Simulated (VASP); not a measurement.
Input of a VASP 6.6.1 run:

INCAR

```
SYSTEM = Ta3N
  ALGO = Normal
  EDIFF = 1E-6
  ENCUT = 520
  GGA = PE
  ISIF = 2
  ISMEAR = 0
  LASPH = .True.
  LCHARG = .True.
  LELF = .True.
  LREAL = .False.
  LVHAR = .True.
  LWAVE = .False.
  NBANDS = 27
  NELM = 60
  PREC = Accurate
  SIGMA = 0.1
```

Contents of KPOINTS:

```
k-points
0
Gamma
  6 6 4
  0 0 0
```

Contents of POSCAR:

```
Ta3N
1.0
    4.3954805500      0.0000000000      0.0000000000
   -2.1977402800      3.8065978200      0.0000000000
    0.0000000000      0.0000000000      4.4540668900
Ta N
3 1
Direct
    0.6309387800      0.0000000000      0.5000000000
    0.0000000000      0.6309387800      0.5000000000
    0.3690612200      0.3690612200      0.5000000000
    0.0000000000      0.0000000000      0.5000000000
```

Potentials or basis: VASP PAW PBE potentials, release 64 (Ta_pv, N).

Run with:

```bash
$ cat potpaw_PBE.64/Ta_pv/POTCAR potpaw_PBE.64/N/POTCAR > POTCAR
$ mpirun -np 1 vasp_std > vasp.out
```

Task: Estimate the pressure.

Result: 111.3 GPa.

Task: Estimate the largest force.

Result: 12.089 eV/Å.

Task: What does it give for the band gap on the k mesh?

Result: Zero (bands 19 and 20 overlap by 1.98 eV).

Forces on the atoms (eV/Å):
```
Ta  -12.089   0.000   0.000
Ta    6.044 -10.469   0.000
Ta    6.044  10.469   0.000
N     0.000   0.000   0.000
```

Caveat: the cell stands under pressure; spin-orbit coupling is left out, which moves the levels of the heavy elements; forces of over 1 eV/Å act on the atoms, so gaps and moduli don't describe the material at rest.
